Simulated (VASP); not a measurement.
Wanted: the native input for a VASP 6.6.1 run.

* Task: single point
* Functional: PBE
* Potentials or basis: VASP PAW PBE potentials, release 64 (Al, B, H)
* Cutoff: 520 eV
* k mesh: 8 × 8 × 8
* Occupations: gaussian, width 0.1 eV
* Spin: no spin polarisation
* Dipole correction: no
* Further INCAR settings: ALGO = Normal; EDIFF = 1e-06; NBANDS = 14

The structure of AlB2H2 lies in POSCAR:

```
AlB2H2
1.0
   -1.4552712700      2.0906069100      3.2408069800
    1.4552712700     -2.0906069100      3.2408069800
    1.4552712700      2.0906069100     -3.2408069800
Al B H
1 2 2
Direct
    0.0000000000      0.0000000000      0.0000000000
    0.2950000000      0.7950000000      0.5000000000
    0.7050000000      0.2050000000      0.5000000000
    0.3000000100      0.5000000000      0.8000000100
    0.6999999900      0.5000000000      0.1999999900
```

The cell was built from a structure type or drawn by symmetry, and may not be a known phase.

These files were run (other wordings do the same):

INCAR

```
PREC = Accurate ; ENCUT = 520
EDIFF = 1E-6 ; ISMEAR = 0
SIGMA = 0.1 ; LREAL = False
LASPH = True ; NELM = 80
ALGO = Normal ; ISIF = 2
LWAVE = False ; LCHARG = False
GGA = PE ; NBANDS = 14
```

KPOINTS

```
Automatic mesh
0
Gamma
  8 8 8
```

Potentials or basis: VASP PAW PBE potentials, release 64 (Al, B, H).

Command:

```console
$ cat potpaw_PBE.64/Al/POTCAR potpaw_PBE.64/B/POTCAR potpaw_PBE.64/H/POTCAR > POTCAR
$ mpirun -np 1 vasp_std > vasp.out
```

Results of the run:

| Item | Value |
| --- | --- |
| Pressure | -8.4 GPa |
| Largest force | 0.140 eV/Å |
| Band gap on the k mesh | zero (an odd number of electrons rules out a gap without spin polarisation) |

Caveat: the cell stands under tension.

Wall time 26 s on 1 thread of AMD EPYC 9R45 96-Core Processor (Zen 5), with other jobs on the host, peak memory 0.17 GiB.
